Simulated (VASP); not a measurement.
A run of VASP 6.6.1:

The input INCAR:

```
PREC = Accurate
ENCUT = 520
EDIFF = 1E-6
ISMEAR = -1
SIGMA = 0.05
LREAL = False
LASPH = True
NELM = 100
ALGO = Normal
ISIF = 2
LWAVE = False
LCHARG = True
GGA = PS
LELF = True
LVHAR = True
NBANDS = 36
```

KPOINTS

```
regular mesh
0
Gamma
  10 10 2
```

POSCAR

```
SiC
1.0
    3.0531705480      0.0000000000      0.0000000000
   -1.5265852740      2.6441232567      0.0000000000
    0.0000000000      0.0000000000     14.9649748670
Si C
6 6
Direct
    0.6666666667      0.3333333333      0.4583000000
    0.3333333333      0.6666666667      0.9583000000
    0.6666666667      0.3333333333      0.7917000000
    0.3333333333      0.6666666667      0.2917000000
    0.0000000000      0.0000000000      0.6250000000
    0.0000000000      0.0000000000      0.1250000000
    0.6666666667      0.3333333333      0.3333000000
    0.3333333333      0.6666666667      0.8333000000
    0.6666666667      0.3333333333      0.6667000000
    0.3333333333      0.6666666667      0.1667000000
    0.0000000000      0.0000000000      0.5000000000
    0.0000000000      0.0000000000      0.0000000000
```

Potentials or basis: VASP PAW PBE potentials, release 64 (Si, C).

Command:

```sh
$ cat potpaw_PBE.64/Si/POTCAR potpaw_PBE.64/C/POTCAR > POTCAR
$ mpirun -np 1 vasp_std > vasp.out
```

Hardware: 1 thread of Intel(R) Xeon(R) 6975P-C (Granite Rapids), with other jobs on the host.

Task: How long does it take, and how much memory?

Result: Wall time 45 s on 1 thread of Intel(R) Xeon(R) 6975P-C (Granite Rapids), on a shared host, peak memory 0.27 GiB. Counts: scf iterations 13, k points 28.
